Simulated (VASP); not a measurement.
# AlP in VASP: further runs, part 2 of 2

VASP 6.6.1.

### Step 3. Single point, PBEsol

The input, INCAR:

```
SYSTEM = AlP
  PREC = Accurate
  ENCUT = 520
  EDIFF = 1E-6
  ISMEAR = 0
  SIGMA = 0.05
  LREAL = Auto
  LASPH = .True.
  NELM = 60
  ALGO = Normal
  ISIF = 2
  LWAVE = .False.
  LCHARG = .False.
  LDIPOL = .True.
  IDIPOL = 3
  DIPOL = 0.5 0.5 0.499
  GGA = PS
  NBANDS = 46
```

The input, KPOINTS:

```
regular mesh
0
Gamma
  7 3 1
  0 0 0
```

The input, POSCAR:

```
AlP
1.0
    3.8681183878      0.0000000000      0.0000000000
    0.0000000000     10.9406909697      0.0000000000
    0.0000000000      0.0000000000     20.8021775816
Al P
8 8
Direct
    0.5000000000      0.7500000000      0.3605391777
    0.5000000000      0.2500000000      0.3605391777
    0.0000000000      0.5000000000      0.4535130592
    0.0000000000      0.0000000000      0.4535130592
    0.5001836147      0.2504011015      0.5501779140
    0.5003348990      0.7503288063      0.5501429843
    0.0009223237     -0.0363298291      0.6175936427
   -0.0000283670      0.4636634611      0.6176240480
    0.0000000000      0.1250000000      0.3605391777
    0.0000000000      0.6250000000      0.3605391777
    0.5000000000      0.8750000000      0.4535130592
    0.5000000000      0.3750000000      0.4535130592
    0.0002833698      0.6268097957      0.5467579313
    0.0002293963      0.1268825107      0.5467536971
    0.4999686150      0.3613839035      0.6473418164
    0.5008526715      0.8613451397      0.6472633177
```

Potentials or basis: VASP PAW PBE potentials, release 64 (Al, P).

On the command line:

```
> cat potpaw_PBE.64/Al/POTCAR potpaw_PBE.64/P/POTCAR > POTCAR
> mpirun -np 1 vasp_std > vasp.out
```

OUTCAR:

```text
SYSTEM = AlP
   PREC = Accurate
   ENCUT = 520
   EDIFF = 1E-6
   ISMEAR = 0
   LREAL = Auto
   LASPH = .True.
   NELM = 60
   ISIF = 2
   GGA = PS

 ion  position               nearest neighbor table
   1  0.500  0.750  0.361-  11 2.37  10 2.37  10 2.37
   2  0.500  0.250  0.361-  12 2.37   9 2.37   9 2.37
   3  0.000  0.500  0.454-  10 2.37  12 2.37  12 2.37  13 2.38
   4  0.000  0.000  0.454-   9 2.37  11 2.37  11 2.37  14 2.39
   5  0.500  0.250  0.550-  15 2.36  14 2.36  14 2.36  12 2.43   8 3.34   8 3.34
   6  0.500  0.750  0.550-  16 2.36  13 2.36  13 2.36  11 2.43   7 3.34   7 3.34
   7  0.001  0.964  0.618-  14 2.32  16 2.32  16 2.32   6 3.34   6 3.34
[... 746 lines left out ...]
  in kB       -8.6276899     -8.1167971     -2.4616316     -0.0054334      5.0837436     -0.0166217
  external PRESSURE =      -6.4020395 kB  Pullay stress =       0.0000000 kB

 VOLUME and BASIS-vectors are now :
 -----------------------------------------------------------------------------
  energy-cutoff  :      520.00
  volume of cell :      880.35
      direct lattice vectors                 reciprocal lattice vectors
     3.868118388  0.000000000  0.000000000     0.258523628  0.000000000  0.000000000
     0.000000000 10.940690970  0.000000000     0.000000000  0.091401905  0.000000000
     0.000000000  0.000000000 20.802177582     0.000000000  0.000000000  0.048071890

 POSITION                                       TOTAL-FORCE (eV/Angst)
 -----------------------------------------------------------------------------------
      1.93406      8.20552      7.50000        -0.000058     -1.314882      1.506215
      1.93406      2.73517      7.50000         0.000117     -1.315233      1.506980
      0.00000      5.47035      9.43406         0.000475      0.421657     -0.089839
      0.00000      0.00000      9.43406         0.000205      0.423826     -0.088214
      1.93477      2.73956     11.44490        -0.000360     -0.000748     -0.004502
      1.93535      8.20912     11.44417         0.000642     -0.001069     -0.006147
[... 8 lines left out ...]
      1.93394      3.95379     13.46612         0.001409      0.002541     -0.000118
      1.93736      9.42371     13.46449        -0.000488      0.005294      0.005027
 -----------------------------------------------------------------------------------
    total drift:                                0.001560      0.000540      0.022801

  FREE ENERGIE OF THE ION-ELECTRON SYSTEM (eV)
  ---------------------------------------------------
  free  energy   TOTEN  =       -81.3810285466 eV

  energy  without entropy=      -81.3810285465  energy(sigma->0) =      -81.38102855

 vacuum level on the upper side and lower side of the slab         3.843         3.413
```

stdout:

```text
POSCAR found type information on POSCAR AlP
 POSCAR found :  2 types and      16 ions
 scaLAPACK will be used
 -----------------------------------------------------------------------------
|                                                                             |
|                                                                             |
|     You enforced a specific xc type in the INCAR file but a different       |
|     I HOPE YOU KNOW WHAT YOU ARE DOING!                                     |
|                                                                             |
 -----------------------------------------------------------------------------

 LDA part: xc-table for (Slater+PW92), standard interpolation
 POSCAR, INCAR and KPOINTS ok, starting setup
 FFT: planning ... GRIDC
 FFT: planning ... GRID_SOFT
 FFT: planning ... GRID
 WAVECAR not read
 entering main loop
```

It took 12 min on 1 thread of Intel Xeon Platinum 8488C (Sapphire Rapids), shared host; peak memory 0.89 GiB.

What came out:

| Property | Result |
| --- | --- |
| Free energy | -81.3810 eV |
| Largest force | 2.000 eV/Å |
| Band gap on the k mesh | 1.03 eV |

Forces in eV/Å, atoms in the order of the input:
```
Al   0.000 -1.315  1.506
Al   0.000 -1.315  1.507
Al   0.000  0.422 -0.090
Al   0.000  0.424 -0.088
Al   0.000 -0.001 -0.005
Al   0.001 -0.001 -0.006
Al  -0.003 -0.009  0.001
Al   0.000 -0.010  0.004
P    0.000  0.585 -1.154
P    0.000  0.586 -1.153
P    0.000  0.313 -0.262
P    0.001  0.313 -0.261
P    0.000  0.002 -0.003
P    0.000 -0.001 -0.002
P    0.001  0.003  0.000
P    0.000  0.005  0.005
```

Caveat: the PAW data sets were made with another functional, which shifts forces and pressure a little.
